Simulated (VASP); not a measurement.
Wanted: the native input for a VASP 6.6.1 run.

* Task: relaxation of cell and atoms
* Functional: PBE
* Potentials or basis: VASP PAW PBE potentials, release 64 (Ti_sv, Ge_d)
* Cutoff: 600 eV
* k mesh: 8 × 8 × 8
* Occupations: gaussian, width 0.1 eV
* Spin: no spin polarisation
* Dipole correction: no
* Further INCAR settings: ALGO = Normal; EDIFF = 1e-06; IBRION = 2; EDIFFG = -0.01; NSW = 100; ISIF = 3

The structure of TiGe4 lies in POSCAR:

```
TiGe4
1.0
    4.9108747917      0.0000000000      0.0000000000
    0.0000000000      4.9108747917      0.0000000000
    0.0000000000      0.0000000000      4.9108747917
Ti Ge
1 4
Direct
    0.0000000000      0.0000000000      0.0000000000
    0.5000000000      0.0000000000      0.0000000000
    0.0000000000      0.5000000000      0.0000000000
    0.0000000000      0.0000000000      0.5000000000
    0.5000000000      0.5000000000      0.5000000000
```

The cell was built from a structure type or drawn by symmetry, and may not be a known phase.

One way to write it, as run:

INCAR

```
PREC = Accurate
ENCUT = 600
EDIFF = 1E-6
ISMEAR = 0
SIGMA = 0.1
LREAL = False
LASPH = True
NELM = 80
ALGO = Normal
ISIF = 3
LWAVE = False
LCHARG = False
GGA = PE
IBRION = 2
NSW = 100
EDIFFG = -0.01
```

KPOINTS

```
Automatic mesh
0
Gamma
  8 8 8
```

Potentials or basis: VASP PAW PBE potentials, release 64 (Ti_sv, Ge_d).

Command:

```sh
$ cat potpaw_PBE.64/Ti_sv/POTCAR potpaw_PBE.64/Ge_d/POTCAR > POTCAR
$ mpirun -np 1 vasp_std > vasp.out
```

Results of the run:

The pressure after relaxing is 0.0 GPa. The band gap on the k mesh is zero (bands 34 and 35 overlap by 1.81 eV).

Caveat: the relaxation stopped at its first step, so nothing moved.

It took 2.8 min on 1 thread of Intel Xeon 8259CL (shared host), peak memory 0.34 GiB.
